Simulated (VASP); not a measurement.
# RbBr (Fm-3m) in VASP: further runs, part 2 of 2

VASP 6.6.1.

## (3) Single point, LDA

POSCAR

```
RbBr
1.0
    0.0000000000      3.5087293501      3.5087293501
    3.5087293501      0.0000000000      3.5087293501
    3.5087293501      3.5087293501      0.0000000000
Rb Br
1 1
Direct
    0.0000000000      0.0000000000      0.0000000000
    0.5000000000      0.5000000000      0.5000000000
```

INCAR.step1

```
SYSTEM = RbBr
ALGO     = Normal         ! electronic algorithm
EDIFF    = 1E-6           ! SCF threshold, eV
ENCUT    = 400            ! plane-wave cutoff, eV
GGA      = CA             ! functional
GGA_COMPAT= .FALSE.      
ISIF     = 2              ! what is computed and relaxed
ISMEAR   = 0              ! smearing method
LASPH    = .TRUE.         ! aspherical terms in the spheres
LCHARG   = .TRUE.         ! write CHGCAR
LORBIT   = 11             ! projections on sites
LREAL    = .FALSE.        ! projectors in reciprocal space
LWAVE    = .FALSE.        ! write WAVECAR
NBANDS   = 15             ! bands
NEDOS    = 2001           ! points of the DOS
NELM     = 120            ! most SCF steps
PREC     = Accurate       ! precision mode
SIGMA    = 0.02           ! smearing width, eV
```

KPOINTS.step1

```
k-points
0
G
  6 6 6
  0 0 0
```

INCAR.step2

```
SYSTEM = RbBr
ALGO     = Normal         ! electronic algorithm
EDIFF    = 1E-6           ! SCF threshold, eV
ENCUT    = 400            ! plane-wave cutoff, eV
GGA      = CA             ! functional
GGA_COMPAT= .FALSE.      
ICHARG   = 11             ! starting density
ISIF     = 2              ! what is computed and relaxed
ISMEAR   = -5             ! smearing method
LASPH    = .TRUE.         ! aspherical terms in the spheres
LCHARG   = .FALSE.        ! write CHGCAR
LORBIT   = 11             ! projections on sites
LREAL    = .FALSE.        ! projectors in reciprocal space
LWAVE    = .FALSE.        ! write WAVECAR
NBANDS   = 15             ! bands
NEDOS    = 2001           ! points of the DOS
NELM     = 120            ! most SCF steps
PREC     = Accurate       ! precision mode
SIGMA    = 0.02           ! smearing width, eV
```

KPOINTS.step2

```
k-points
0
G
  9 9 9
  0 0 0
```

Potentials or basis: VASP PAW LDA potentials, release 64 (Rb_sv, Br).

Run with:

```
$ cat potpaw_LDA.64/Rb_sv/POTCAR potpaw_LDA.64/Br/POTCAR > POTCAR
$ cp INCAR.step1 INCAR
$ cp KPOINTS.step1 KPOINTS
$ mpirun -np 1 vasp_std > vasp.out
$ cp INCAR.step2 INCAR
$ cp KPOINTS.step2 KPOINTS
$ mpirun -np 1 vasp_std > vasp.out
```

OUTCAR:

```text
SYSTEM = RbBr
   EDIFF = 1E-6
   ENCUT = 400
   GGA = CA
   ICHARG = 11
   ISIF = 2
   ISMEAR = -5
   LASPH = .TRUE.
   LORBIT = 11
   LREAL = .FALSE.
   NELM = 120
   PREC = Accurate

 ion  position               nearest neighbor table
   1  0.000  0.000  0.000-   2 3.51   2 3.51   2 3.51   2 3.51   2 3.51   2 3.51
   2  0.500  0.500  0.500-   1 3.51   1 3.51   1 3.51   1 3.51   1 3.51   1 3.51

  LATTYP: Found a face centered cubic cell.
 ALAT       =     7.0174587002

  Lattice vectors:

 A1 = (   0.0000000000,   3.5087293501,   3.5087293501)
 A2 = (   3.5087293501,   0.0000000000,   3.5087293501)
 A3 = (   3.5087293501,   3.5087293501,   0.0000000000)

Analysis of symmetry for initial positions (statically):
=====================================================================
 Subroutine PRICEL returns:
 Original cell was already a primitive cell.

 Routine SETGRP: Setting up the symmetry group for a
 face centered cubic supercell.

 Subroutine GETGRP returns: Found 48 space group operations
 (whereof 48 operations were pure point group operations)
 out of a pool of 48 trial point group operations.

The static configuration has the point symmetry O_h .

Analysis of symmetry for dynamics (positions and initial velocities):
=====================================================================
 Subroutine PRICEL returns:
 Original cell was already a primitive cell.

 Routine SETGRP: Setting up the symmetry group for a
 face centered cubic supercell.

 Subroutine GETGRP returns: Found 48 space group operations
 (whereof 48 operations were pure point group operations)
 out of a pool of 48 trial point group operations.

The dynamic configuration has the point symmetry O_h .

 Subroutine INISYM returns: Found 48 space group operations
 (whereof 48 operations are pure point group operations),
 and found     1 'primitive' translations

----------------------------------------------------------------------------------------

                                     Primitive cell

  volume of cell :      86.3932

  direct lattice vectors                    reciprocal lattice vectors
     0.000000000  3.508729350  3.508729350    -0.142501729  0.142501729  0.142501729
     3.508729350  0.000000000  3.508729350     0.142501729 -0.142501729  0.142501729
     3.508729350  3.508729350  0.000000000     0.142501729  0.142501729 -0.142501729

  length of vectors
     4.962092634  4.962092634  4.962092634     0.246820235  0.246820235  0.246820235

  position of ions in fractional coordinates (direct lattice)
     0.000000000  0.000000000  0.000000000
     0.500000000  0.500000000  0.500000000

  ion indices of the primitive-cell ions
   primitive index   ion index
                 1           1
                 2           2

----------------------------------------------------------------------------------------

 KPOINTS: k-points

Automatic generation of k-mesh.
 Grid dimensions read from file:
 generate k-points for:    9    9    9

 Generating k-lattice:

  Cartesian coordinates                     Fractional coordinates (reciprocal lattice)
    -0.015833525  0.015833525  0.015833525     0.111111111  0.000000000  0.000000000
     0.015833525 -0.015833525  0.015833525     0.000000000  0.111111111  0.000000000
     0.015833525  0.015833525 -0.015833525     0.000000000  0.000000000  0.111111111

  Length of vectors
     0.027424471  0.027424471  0.027424471
[... 48 lines left out ...]
   ISTART =      0    job   : 0-new  1-cont  2-samecut
   ICHARG =     11    charge: 1-file 2-atom 10-const
   ISPIN  =      1    spin polarized calculation?
   LNONCOLLINEAR =      F non collinear calculations
   LSORBIT =      F    spin-orbit coupling
   LASPH  =      T    aspherical Exc in radial PAW
   ENCUT  =  400.0 eV  29.40 Ry    5.42 a.u.   8.09  8.09  8.09*2*pi/ulx,y,z
   NELM   =    120;   NELMIN=  2; NELMDL=  0     # of ELM steps
   EDIFF  = 0.1E-05   stopping-criterion for ELM
   LREAL  =      F    real-space projection
   EDIFFG = 0.1E-04   stopping-criterion for IOM
   NSW    =      0    number of steps for IOM
   IBRION =     -1    ionic relax: 0-MD 1-quasi-New 2-CG
   NFREE  =      0    steps in history (QN), initial steepest desc. (CG)
   ISIF   =      2    stress and relaxation
   ISYM   =      2    0-nonsym 1-usesym 2-fastsym
   POTIM  = 0.5000    time-step for ionic-motion
   TEBEG  =    0.0;   TEEND  =   0.0 temperature during run
   PSTRESS=    0.0 pullay stress
   NELECT =      16.0000    total number of electrons
   NUPDOWN=      -1.0000    fix difference up-down
   EMIN   =  10.00;   EMAX   =-10.00  energy-range for DOS
   EFERMI =   0.00;   METHOD = LEGACY
   ISMEAR =    -5;   SIGMA  =   0.02  broadening in eV -4-tet -1-fermi 0-gaus
   EFERMI_NEDOS =   21; number of points for ismear=-14 and -15
   IALGO  =     38    algorithm
   IMIX   =      4    mixing-type and parameters
     AMIX     =   0.40;   BMIX     =  1.00
     AMIX_MAG =   1.60;   BMIX_MAG =  1.00
  volume/ion in A,a.u.               =      43.20       291.51
  Fermi-wavevector in a.u.,A,eV,Ry     =   0.933158  1.763412 11.847721  0.870783
  Thomas-Fermi vector in A             =   2.059830
   LORBIT       =     11    0 simple, 1 ext, 2 COOP (PROOUT), +10 PAW based schemes
   GGA     = CA    functional components
   LHFCALC =     F    Hartree Fock is set to
   AEXX    =    0.0000 exact exchange contribution
   IVDW    =     0    specifies the selected vdW correction
   LEPSILON=     F    determine dielectric tensor
   LRPA    =     F    only Hartree local field effects (RPA)
 non-spin polarized calculation
 Fermi weights with tetrahedron method with Bloechl corrections
  energy-cutoff  :      400.00
  volume of cell :       86.39
 maximum number of plane-waves:      1586

 number of electron      15.9999998 magnetization

 Free energy of the ion-electron system (eV)
  ---------------------------------------------------
  ext. energy  EPLUGINS =         0.00000000
  ---------------------------------------------------
  free energy    TOTEN  =        -6.63699468 eV

  energy without entropy =       -6.63699468  energy(sigma->0) =       -6.63699468

 E-fermi :  -2.2103     XC(G=0):  -7.4615

 val. band max:       -2.2136637379   @ k =   0.0000   0.0000   0.0000
 cond. band min:       1.5854765504   @ k =   0.0000   0.0000   0.0000
 fundamental gap:      3.7991402883
 Fermi energy:        -2.2102993001

 k-point     1 :       0.0000    0.0000    0.0000
  band No.  band energies     occupation
      1     -26.6340      2.00000
      2     -14.3579      2.00000
      3     -10.7691      2.00000
      4     -10.7691      2.00000
      5     -10.7691      2.00000
      6      -2.2137      2.00000
      7      -2.2137      2.00000
      8      -2.2137      2.00000
      9       1.5855      0.00000
     10       4.7913      0.00000
     11       4.7913      0.00000
     12       4.7913      0.00000
     13       5.6831      0.00000
     14       5.6831      0.00000
[... 401 lines left out ...]
      2     -14.3153      2.00000
      3     -10.9060      2.00000
      4     -10.8264      2.00000
      5     -10.8264      2.00000
      6      -2.7146      2.00000
      7      -2.3726      2.00000
      8      -2.3726      2.00000
      9       3.1851      0.00000
     10       4.2074      0.00000
     11       6.3142      0.00000
     12       6.6562      0.00000
     13       6.9282      0.00000
     14       8.0638      0.00000
     15       8.0638      0.00000

 [... further k-points ...]

------------------------ aborting loop because EDIFF is reached ----------------------------------------

  FORCE on cell =-STRESS in cart. coord.  units (eV):
  Direction    XX          YY          ZZ          XY          YZ          ZX
  --------------------------------------------------------------------------------------
  -------------------------------------------------------------------------------------
  Total       -1.0243725     -1.0243725     -1.0243725     -0.0000000      0.0000000      0.0000000
  in kB      -18.9971698    -18.9971698    -18.9971698     -0.0000000      0.0000000      0.0000000
  external PRESSURE =     -18.9971698 kB  Pullay stress =       0.0000000 kB

 VOLUME and BASIS-vectors are now :
 -----------------------------------------------------------------------------
  energy-cutoff  :      400.00
  volume of cell :       86.39
      direct lattice vectors                 reciprocal lattice vectors
     0.000000000  3.508729350  3.508729350    -0.142501729  0.142501729  0.142501729
     3.508729350  0.000000000  3.508729350     0.142501729 -0.142501729  0.142501729
     3.508729350  3.508729350  0.000000000     0.142501729  0.142501729 -0.142501729

 POSITION                                       TOTAL-FORCE (eV/Angst)
 -----------------------------------------------------------------------------------
      0.00000      0.00000      0.00000         0.000000      0.000000      0.000000
      3.50873      3.50873      3.50873        -0.000000     -0.000000     -0.000000
 -----------------------------------------------------------------------------------
    total drift:                                0.000000     -0.000000     -0.000000

  FREE ENERGIE OF THE ION-ELECTRON SYSTEM (eV)
  ---------------------------------------------------
  free  energy   TOTEN  =        -6.6369946765 eV

  energy  without entropy=       -6.6369946765  energy(sigma->0) =       -6.63699468

 total charge

# of ion       s       p       d       tot
------------------------------------------
    1        1.938   5.338   0.020   7.296
    2        1.601   3.263   0.001   4.865
--------------------------------------------------
tot          3.539   8.601   0.021  12.161
```

Run time: 37 s. Hardware: 1 thread of Intel Xeon 8259CL, shared host; peak memory 0.16 GiB.

Results:

* Valence electrons inside the program's atomic spheres: Rb 7.30; Br 4.87

Levels at points of the mesh, in eV from the valence-band top:
| k point | band 4 | band 5 | band 6 | band 7 | band 8 | band 9 | band 10 | band 11 | band 12 | band 13 |
| --- | --- | --- | --- | --- | --- | --- | --- | --- | --- | --- |
| (0.00, 0.00, 0.00) | -8.56 | -8.56 | 0.00 | 0.00 | 0.00 | 3.80 | 7.00 | 7.00 | 7.00 | 7.90 |
